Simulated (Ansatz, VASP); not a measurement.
Two plane-wave programs on Tc

```
Tc
1.0
     0.00000    1.95000    1.95000
     1.95000    0.00000    1.95000
     1.95000    1.95000    0.00000
Tc
1
Cartesian
  0.0000 0.0000 0.0000
```

Alike in both runs: task relaxation of cell and atoms; functional revPBE; dispersion D3(BJ); k mesh 13 × 13 × 13; no spin polarisation.

|  | VASP | Ansatz |
| --- | --- | --- |
| version | VASP 6.6.1 | Ansatz 0.2.0 |
| potentials or method | VASP PAW PBE potentials, release 64 (Tc_pv) | plane waves, PAW |
| plane-wave cutoff (eV) | 600 | 500 |
| occupations | methfessel-paxton of order 1, width 0.2 eV | cold, width 0.2 eV |
| valence electrons in the cell | 13 | 15 |

Ansatz gave:

* relaxed volume (Å³/atom): 13.99
* relaxed length of the cell vector where the two differ most in proportion (Å): 2.705

Problem. Estimate VASP's values.

Solution. Relaxed volume (Å³/atom): 13.96; relaxed length of the cell vector where the two differ most in proportion (Å): 2.703.

VASP's potentials were made for PBE, not for revPBE. VASP's potentials hold 13 valence electrons a cell and Ansatz's 15, so a difference there can come from the potentials and not from the codes. Ansatz's warnings: force scf threshold loose, stress scf threshold loose.
